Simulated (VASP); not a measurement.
Input of a VASP 6.6.1 run:

INCAR

```
SYSTEM = P
PREC = Accurate
ENCUT = 500
EDIFF = 1E-6
ISMEAR = 0
SIGMA = 0.15
LREAL = .FALSE.
LASPH = .TRUE.
NELM = 120
ALGO = Normal
ISIF = 2
LWAVE = .FALSE.
LCHARG = .FALSE.
GGA = PS
NBANDS = 8
GGA_COMPAT = .FALSE.
```

File KPOINTS:

```
regular mesh
0
G
  12 12 12
  0 0 0
```

File POSCAR:

```
P
1.0
    4.2729048574      0.0000000000     -0.1068226214
    0.0000000000      4.2729048574      0.0000000000
   -0.1094500000      0.0000000000      4.3780000000
P
1
Direct
    0.0000000000      0.0000000000      0.0000000000
```

Potentials or basis: VASP PAW PBE potentials, release 64 (P).

Command:

```bash
$ cat potpaw_PBE.64/P/POTCAR > POTCAR
$ mpirun -np 1 vasp_std > vasp.out
```

Question: Predict the band gap on the k mesh.

Answer: Zero (an odd number of electrons rules out a gap without spin polarisation).

Question: Predict the pressure.

Answer: -3.9 GPa.

Stress tensor (GPa, compression positive):
```
-3.99  0.00  0.19
 0.00 -4.00  0.00
 0.19  0.00 -3.57
```

Caveat: the cell differs from its parent crystal (strain -0.0500 x Voigt [0, 0, 0, 0, 1, 0]); the cell stands under tension; the atoms stand far beyond bonding distance, and open shells without spin polarisation read as a metal; the PAW data sets were made with another functional, which shifts forces and pressure a little.
